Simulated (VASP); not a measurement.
A run of VASP 6.6.1 is set up as follows.

INCAR

```
ALGO     = Normal         # electronic algorithm
EDIFF    = 1E-6           # SCF threshold, eV
EDIFFG   = -0.005         # ionic threshold
ENCUT    = 600            # plane-wave cutoff, eV
GGA      = PE             # functional
IBRION   = 2              # ionic algorithm
ISIF     = 3              # what is computed and relaxed
ISMEAR   = 0              # smearing method
LASPH    = True           # aspherical terms in the spheres
LCHARG   = False          # write CHGCAR
LREAL    = False          # projectors in reciprocal space
LWAVE    = False          # write WAVECAR
NELM     = 100            # most SCF steps
NSW      = 100            # ionic steps
PREC     = Accurate       # precision mode
SIGMA    = 0.1            # smearing width, eV
```

KPOINTS

```
k-points
0
Gamma
  12 12 12
```

Contents of POSCAR:

```
TaN
1.0
    5.2572652788      0.0000000000      0.0000000000
   -2.6286326394      4.5529252859      0.0000000000
    0.0000000000      0.0000000000      2.9251065109
Ta N
3 3
Direct
    0.0000000000      0.0000000000      0.0000000000
    0.3333333333      0.6666666667      0.5000000000
    0.6666666667      0.3333333333      0.5000000000
    0.5000000000      0.0000000000      0.0000000000
    0.5000000000      0.5000000000      0.0000000000
    0.0000000000      0.5000000000      0.0000000000
```

Potentials or basis: VASP PAW PBE potentials, release 64 (Ta_pv, N).

The run is started by

```sh
$ cat potpaw_PBE.64/Ta_pv/POTCAR potpaw_PBE.64/N/POTCAR > POTCAR
$ mpirun -np 1 vasp_std > vasp.out
```

Question: Estimate the relaxed volume.

Answer: 11.71 Å³/atom.

Question: Predict the band gap on the k mesh.

Answer: Zero (band 24 reaches 8.72 eV, above the bottom of band 25 at 6.64 eV).

Question: What does it give for the relaxed cell?

Answer: a = 5.267 Å, b = 5.267 Å, c = 2.924 Å, α = 90.00°, β = 90.00°, γ = 120.00°.

Question: Predict the space group after relaxing (to 0.05 Å).

Answer: P6/mmm (No. 191).

The path:
```tsv
step	energy change (eV)	largest force (eV/Å)	pressure (GPa)	volume (Å³)
1	0.0000	0.0000	0.84	70.02
2	0.0011	0.0000	-1.64	70.64
3	-0.0007	0.0000	-0.10	70.25
4	-0.0008	0.0000	0.06	70.25
5	-0.0008	0.0000	0.01	70.25
```

Caveat: spin-orbit coupling is left out, which moves the levels of the heavy elements. PBE usually gives volumes a little too large and moduli too small.
